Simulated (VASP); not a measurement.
# Re (P6_3/mmc) in VASP: single point with r2SCAN

Aim: the single point of Re with r2SCAN.

All numbers are computed with VASP 6.6.1; they aren't measurements. Logs are shortened: lines on timing, memory, paths and dates and some standing lists are left out, and cuts for length are marked.

## Step 1: The cell of the first run

The structure is hexagonal, space group P6_3/mmc (No. 194). The conventional cell has a = 2.579 Å, b = 2.579 Å, c = 4.123 Å, α = 90.00°, β = 90.00°, γ = 120.00°. Re (site symmetry -6m2) has 12 Re at 2.54 to 2.58 Å within 3.4 Å.

## Step 2: Single point, r2SCAN

POSCAR

```
Re
1.0
    2.5786444200      0.0000000000      0.0000000000
   -2.5786444200      4.4663480600      0.0000000000
    0.0000000000      0.0000000000      4.1232156800
Re
4
Direct
    0.3333300000      0.3333350000      0.2500000000
    0.3333300000      0.8333350000      0.2500000000
    0.6666600000      0.1666650000      0.7500000000
    0.6666600000      0.6666650000      0.7500000000
```

INCAR.step1

```
SYSTEM = Re
ALGO = Normal ; EDIFF = 1E-5
ENCUT = 660 ; GGA = PE
GGA_COMPAT = .FALSE. ; ISMEAR = 1
LASPH = .TRUE. ; LCHARG = .FALSE.
LREAL = .FALSE. ; LWAVE = .TRUE.
NBANDS = 22 ; NELM = 120
PREC = Accurate ; SIGMA = 0.1234
```

INCAR.step2

```
SYSTEM = Re
ALGO = Normal ; EDIFF = 1E-6
ENCUT = 660 ; GGA_COMPAT = .FALSE.
ISIF = 2 ; ISMEAR = 1
ISTART = 1 ; LASPH = .TRUE.
LCHARG = .FALSE. ; LMIXTAU = .TRUE.
LREAL = .FALSE. ; LWAVE = .FALSE.
METAGGA = R2SCAN ; NBANDS = 22
NELM = 120 ; PREC = Accurate
SIGMA = 0.1234
```

KPOINTS

```
k-points
0
G
  10 5 5
  0 0 0
```

Potentials or basis: VASP PAW PBE potentials, release 64 (Re).

On the command line:

```bash
> cat potpaw_PBE.64/Re/POTCAR > POTCAR
> cp INCAR.step1 INCAR
> mpirun -np 1 vasp_std > vasp.out
> cp INCAR.step2 INCAR
> mpirun -np 1 vasp_std > vasp.out
```

OUTCAR:

```text
SYSTEM = Re
   EDIFF = 1E-6
   ENCUT = 660
   ISIF = 2
   ISMEAR = 1
   ISTART = 1
   LASPH = .TRUE.
   LREAL = .FALSE.
   METAGGA = R2SCAN
   NELM = 120
   PREC = Accurate

 ion  position               nearest neighbor table
   1  0.333  0.333  0.250-   4 2.54   4 2.54   3 2.54   3 2.54   3 2.54   3 2.54   2 2.58   2 2.58
                             2 2.58   2 2.58
   2  0.333  0.833  0.250-   3 2.54   3 2.54   4 2.54   4 2.54   4 2.54   4 2.54   1 2.58   1 2.58
                             1 2.58   1 2.58
   3  0.667  0.167  0.750-   2 2.54   2 2.54   1 2.54   1 2.54   1 2.54   1 2.54   4 2.58   4 2.58
                             4 2.58   4 2.58
   4  0.667  0.667  0.750-   1 2.54   1 2.54   2 2.54   2 2.54   2 2.54   2 2.54   3 2.58   3 2.58
                             3 2.58   3 2.58

  LATTYP: Found a simple orthorhombic cell.
 ALAT       =     2.5786444200
 B/A-ratio  =     1.5989857493
 C/A-ratio  =     1.7320527116

  Lattice vectors:

 A1 = (  -2.5786444200,   0.0000000000,   0.0000000000)
 A2 = (   0.0000000000,   0.0000000000,   4.1232156800)
 A3 = (   0.0000000000,   4.4663480600,   0.0000000000)

Analysis of symmetry for initial positions (statically):
=====================================================================
 Subroutine PRICEL returns following result:

  LATTYP: Found a hexagonal cell.
 ALAT       =     2.5786444200
 C/A-ratio  =     1.5989857493

  Lattice vectors:

 A1 = (   2.5786444200,   0.0000000000,   0.0000000000)
 A2 = (  -1.2893222100,   2.2331740300,   0.0000000000)
 A3 = (   0.0000000000,   0.0000000000,   4.1232156800)

   2 primitive cells build up your supercell.

 Routine SETGRP: Setting up the symmetry group for a
 simple orthorhombic supercell.

 Subroutine GETGRP returns: Found  8 space group operations
 (whereof  2 operations were pure point group operations)
 out of a pool of  8 trial point group operations.

The static configuration has the point symmetry C_2 .
 The point group associated with its full space group is D_2h.

Analysis of symmetry for dynamics (positions and initial velocities):
=====================================================================
 Subroutine PRICEL returns following result:

  LATTYP: Found a hexagonal cell.
 ALAT       =     2.5786444200
 C/A-ratio  =     1.5989857493

  Lattice vectors:

 A1 = (   2.5786444200,   0.0000000000,   0.0000000000)
 A2 = (  -1.2893222100,   2.2331740300,   0.0000000000)
 A3 = (   0.0000000000,   0.0000000000,   4.1232156800)

   2 primitive cells build up your supercell.

 Routine SETGRP: Setting up the symmetry group for a
 simple orthorhombic supercell.

 Subroutine GETGRP returns: Found  8 space group operations
 (whereof  2 operations were pure point group operations)
 out of a pool of  8 trial point group operations.

The dynamic configuration has the point symmetry C_2 .
 The point group associated with its full space group is D_2h.

 Subroutine INISYM returns: Found  8 space group operations
 (whereof  2 operations are pure point group operations),
 and found     2 'primitive' translations

----------------------------------------------------------------------------------------

                                     Primitive cell

  volume of cell :      23.7438

  direct lattice vectors                    reciprocal lattice vectors
     2.578644420  0.000000000  0.000000000     0.387800657  0.223896568  0.000000000
    -1.289322210  2.233174030  0.000000000     0.000000000  0.447793135  0.000000000
     0.000000000  0.000000000  4.123215680     0.000000000  0.000000000  0.242529151

  length of vectors
     2.578644420  2.578646546  4.123215680     0.447793504  0.447793135  0.242529151

  position of ions in fractional coordinates (direct lattice)
     0.333330000  0.666670000  0.250000000
     0.666660000  0.333330000  0.750000000

  ion indices of the primitive-cell ions
   primitive index   ion index
                 1           1
                 2           3

----------------------------------------------------------------------------------------

 KPOINTS: k-points

Automatic generation of k-mesh.
 Grid dimensions read from file:
 generate k-points for:   10    5    5

 Generating k-lattice:

  Cartesian coordinates                     Fractional coordinates (reciprocal lattice)
     0.038780066  0.022389657  0.000000000     0.100000000 -0.000000000  0.000000000
     0.000000000  0.044779314  0.000000000     0.000000000  0.200000000  0.000000000
     0.000000000  0.000000000  0.048505830     0.000000000  0.000000000  0.200000000

  Length of vectors
     0.044779350  0.044779314  0.048505830

  Shift w.r.t. Gamma in fractional coordinates (k-lattice)
     0.000000000  0.000000000  0.000000000

 Subroutine IBZKPT returns following result:
 ===========================================

 Found     54 irreducible k-points:

 Following reciprocal coordinates:
            Coordinates               Weight
  0.000000  0.000000  0.000000      1.000000
  0.100000  0.000000  0.000000      4.000000
  0.200000  0.000000  0.000000      4.000000
  0.300000  0.000000  0.000000      4.000000
  0.400000  0.000000  0.000000      4.000000
  0.500000  0.000000  0.000000      1.000000
[... 16 lines left out ...]
  0.400000  0.000000  0.200000      8.000000
  0.500000  0.000000  0.200000      2.000000
 [... further k-points ...]
   k-points           NKPTS =     54   k-points in BZ     NKDIM =     54   number of bands    NBANDS=     22
   number of dos      NEDOS =    301   number of ions     NIONS =      4
   total plane-waves  NPLWV =  41472
   dimension x,y,z NGX =    24 NGY =   48 NGZ =   36
   dimension x,y,z NGXF=    48 NGYF=   96 NGZF=   72
   ions per type =               4
   NGX,Y,Z   is equivalent  to a cutoff of  15.47, 15.47, 14.52 a.u.
   NGXF,Y,Z  is equivalent  to a cutoff of  30.95, 30.95, 29.03 a.u.
 SYSTEM =  Re
   PREC   = accura    normal or accurate (medium, high low for compatibility)
   ISTART =      1    job   : 0-new  1-cont  2-samecut
   ICHARG =      0    charge: 1-file 2-atom 10-const
   ISPIN  =      1    spin polarized calculation?
   LNONCOLLINEAR =      F non collinear calculations
   LSORBIT =      F    spin-orbit coupling
   LASPH  =      T    aspherical Exc in radial PAW
   ENCUT  =  660.0 eV  48.51 Ry    6.96 a.u.   5.40 10.80  8.64*2*pi/ulx,y,z
   NELM   =    120;   NELMIN=  2; NELMDL=  0     # of ELM steps
   EDIFF  = 0.1E-05   stopping-criterion for ELM
   LREAL  =      F    real-space projection
   EDIFFG = 0.1E-04   stopping-criterion for IOM
   NSW    =      0    number of steps for IOM
   IBRION =     -1    ionic relax: 0-MD 1-quasi-New 2-CG
   NFREE  =      0    steps in history (QN), initial steepest desc. (CG)
   ISIF   =      2    stress and relaxation
   ISYM   =      2    0-nonsym 1-usesym 2-fastsym
   POTIM  = 0.5000    time-step for ionic-motion
   TEBEG  =    0.0;   TEEND  =   0.0 temperature during run
   PSTRESS=    0.0 pullay stress
   NELECT =      28.0000    total number of electrons
   NUPDOWN=      -1.0000    fix difference up-down
   EMIN   =  10.00;   EMAX   =-10.00  energy-range for DOS
   EFERMI =   0.00;   METHOD = LEGACY
   ISMEAR =     1;   SIGMA  =   0.12  broadening in eV -4-tet -1-fermi 0-gaus
   EFERMI_NEDOS =   21; number of points for ismear=-14 and -15
   IALGO  =     38    algorithm
   IMIX   =      4    mixing-type and parameters
     AMIX     =   0.40;   BMIX     =  1.00
     AMIX_MAG =   1.60;   BMIX_MAG =  1.00
  volume/ion in A,a.u.               =      11.87        80.12
  Fermi-wavevector in a.u.,A,eV,Ry     =   1.372780  2.594177 25.640503  1.884524
  Thomas-Fermi vector in A             =   2.498356
   LORBIT       =      0    0 simple, 1 ext, 2 COOP (PROOUT), +10 PAW based schemes
   METAGGA = R2SCAN    functional components
   LHFCALC =     F    Hartree Fock is set to
   AEXX    =    0.0000 exact exchange contribution
   IVDW    =     0    specifies the selected vdW correction
   LEPSILON=     F    determine dielectric tensor
   LRPA    =     F    only Hartree local field effects (RPA)
 non-spin polarized calculation
 Methfessel and Paxton  Order N= 1 SIGMA  =   0.12
  energy-cutoff  :      660.00
  volume of cell :       47.49
 maximum number of plane-waves:      1850
 NGX is ok and might be reduce to    24
   NGX = 11   NGY = 21   NGZ = 17

 number of electron      27.9999999 magnetization

 Free energy of the ion-electron system (eV)
  ---------------------------------------------------
  ext. energy  EPLUGINS =         0.00000000
  ---------------------------------------------------
  free energy    TOTEN  =      -205.89274230 eV

  energy without entropy =     -205.88636641  energy(sigma->0) =     -205.89061700

 E-fermi :  10.7084     XC(G=0): -16.3514

 val. band max:       10.6374912072   @ k =   0.0000   0.4000   0.2000
 cond. band min:      10.7225528481   @ k =  -0.2000   0.2000   0.0000
 fundamental gap:      0.0850616409
 Fermi energy:        10.7084046885

 k-point     1 :       0.0000    0.0000    0.0000
  band No.  band energies     occupation
      1      -1.2234      2.00000
      2       1.8355      2.00000
      3       2.1827      2.00000
      4       3.0981      2.00000
      5       3.2675      2.00000
      6       7.6208      2.00000
[... 14 lines left out ...]
     21      16.8919      0.00000
     22      16.9017      0.00000

 k-point     2 :       0.1000    0.0000    0.0000
  band No.  band energies     occupation
      1      -0.6776      2.00000
      2       2.3319      2.00000
      3       2.7391      2.00000
      4       3.3583      2.00000
      5       3.5133      2.00000
      6       7.2265      2.00000
[... 14 lines left out ...]
     21      16.5371      0.00000
     22      17.3819      0.00000

 k-point     3 :       0.2000    0.0000    0.0000
  band No.  band energies     occupation
      1       0.7345      2.00000
      2       3.3118      2.00000
      3       3.5233      2.00000
      4       4.1580      2.00000
      5       4.4341      2.00000
      6       6.3318      2.00000
[... 14 lines left out ...]
     21      16.1191      0.00000
     22      18.5073      0.00000
[... 476 lines left out ...]
 k-point    23 :       0.4000    0.0000    0.2000
  band No.  band energies     occupation
      1       2.0849      2.00000
      2       2.2893      2.00000
      3       2.7827      2.00000
      4       3.0284      2.00000
      5       5.0497      2.00000
      6       5.1300      2.00000
[... 14 lines left out ...]
     21      16.5002      0.00000
     22      18.2679      0.00000

 k-point    24 :       0.5000    0.0000    0.2000
  band No.  band energies     occupation
      1       1.9357      2.00000
      2       1.9357      2.00000
      3       2.4419      2.00000
      4       2.4419      2.00000
      5       4.9200      2.00000
      6       4.9200      2.00000
[... 14 lines left out ...]
     21      18.0002      0.00000
     22      18.0002      0.00000

 [... further k-points ...]

------------------------ aborting loop because EDIFF is reached ----------------------------------------

  FORCE on cell =-STRESS in cart. coord.  units (eV):
  Direction    XX          YY          ZZ          XY          YZ          ZX
  --------------------------------------------------------------------------------------
  -------------------------------------------------------------------------------------
  Total       38.6761292     38.6766376     41.5575643      0.0000000      0.0000000     -0.0000000
  in kB     1304.8888120   1304.9059672   1402.1051723      0.0000000      0.0000000     -0.0000000
  external PRESSURE =    1337.2999838 kB  Pullay stress =       0.0000000 kB

 VOLUME and BASIS-vectors are now :
 -----------------------------------------------------------------------------
  energy-cutoff  :      660.00
  volume of cell :       47.49
      direct lattice vectors                 reciprocal lattice vectors
     2.578644420  0.000000000  0.000000000     0.387800657  0.223896568  0.000000000
    -2.578644420  4.466348060  0.000000000     0.000000000  0.223896568  0.000000000
     0.000000000  0.000000000  4.123215680     0.000000000  0.000000000  0.242529151

 POSITION                                       TOTAL-FORCE (eV/Angst)
 -----------------------------------------------------------------------------------
     -0.00001      1.48879      1.03080         0.000000     -0.000088     -0.000000
     -1.28934      3.72196      1.03080         0.000000     -0.000088     -0.000000
      1.28931      0.74438      3.09241         0.000000      0.000088      0.000000
     -0.00001      2.97756      3.09241         0.000000      0.000088      0.000000
 -----------------------------------------------------------------------------------
    total drift:                                0.000000      0.000000      0.000000

  FREE ENERGIE OF THE ION-ELECTRON SYSTEM (eV)
  ---------------------------------------------------
  free  energy   TOTEN  =      -205.8927422974 eV

  energy  without entropy=     -205.8863664125  energy(sigma->0) =     -205.89061700
```

It took 3.3 min on 1 thread of Intel Xeon Platinum 8375C at 2.90GHz (Ice Lake), shared host; peak memory 0.23 GiB.

What came out:

```
Free energy            : -205.8927 eV
Pressure               : 133.7 GPa
Band gap on the k mesh : zero (bands 14 and 15 overlap by 2.44 eV)
```

Stress tensor (GPa, compression positive):
```
130.49   0.00   0.00
  0.00 130.49   0.00
  0.00   0.00 140.21
```

Levels at points of the mesh, in eV from the Fermi level:
| k point | band 12 | band 13 | band 14 | band 15 | band 16 | band 17 |
| --- | --- | --- | --- | --- | --- | --- |
| (0.00, 0.00, 0.00) | -1.24 | -1.24 | -0.77 | -0.09 | -0.09 | 1.36 |
| (0.50, 0.00, 0.00) | -1.79 | -0.77 | -0.77 | 5.37 | 5.37 | 6.18 |

Caveat: the stress differs along the axes, from 130 to 140 GPa; the PAW data sets were made with another functional, which shifts forces and pressure a little; spin-orbit coupling is left out, which moves the levels of the heavy elements.

The gap in the log of VASP goes by the Fermi energy; the results here count the filled bands.